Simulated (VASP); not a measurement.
MgTl2Se2, 5 atoms in the cell. It takes space group P4/mmm (No. 123, tetragonal). Conventional cell: a = 5.882 Å, b = 5.882 Å, c = 4.672 Å, α = 90.00°, β = 90.00°, γ = 90.00°. Mg (site symmetry 4/mmm) has 2 Se at 2.34 Å and 4 Tl at 2.94 Å within 3.1 Å. Tl (site symmetry mmm) has 2 Mg at 2.94 Å and 8 Se at 3.76 Å within 3.9 Å. Se (site symmetry 4/mmm) has 2 Mg at 2.34 Å within 3.1 Å. Se (site symmetry 4/mmm) has 8 Tl at 3.76 Å and 6 Se at 4.16 to 4.67 Å and 8 Mg at 4.77 Å within 4.9 Å. The cell was built from a structure type or drawn by symmetry, and may not be a known phase.

```yaml
Program: VASP 6.6.1
Task: single point
Functional: PBE
Potentials_or_basis: VASP PAW PBE potentials, release 64 (Mg, Tl_d, Se)
Cutoff: 520 eV
k_mesh: 4 × 4 × 4
Occupations: gaussian, width 0.1 eV
Spin: no spin polarisation
Dipole_correction: no
Further_INCAR_settings: ALGO = Normal; EDIFF = 1e-06; NBANDS = 28
```

Potentials or basis: VASP PAW PBE potentials, release 64 (Mg, Tl_d, Se).

Command:

```sh
$ cat potpaw_PBE.64/Mg/POTCAR potpaw_PBE.64/Tl_d/POTCAR potpaw_PBE.64/Se/POTCAR > POTCAR
$ mpirun -np 1 vasp_std > vasp.out
```

Hardware: 1 thread of Intel(R) Xeon(R) 6975P-C (Granite Rapids), on a shared host.

Task: Estimate the wall time of this run.

Result: Run time: 44 s on 1 thread of Intel(R) Xeon(R) 6975P-C (Granite Rapids), with other jobs on the host, peak memory 0.31 GiB. Counts: scf iterations 14, k points 18.
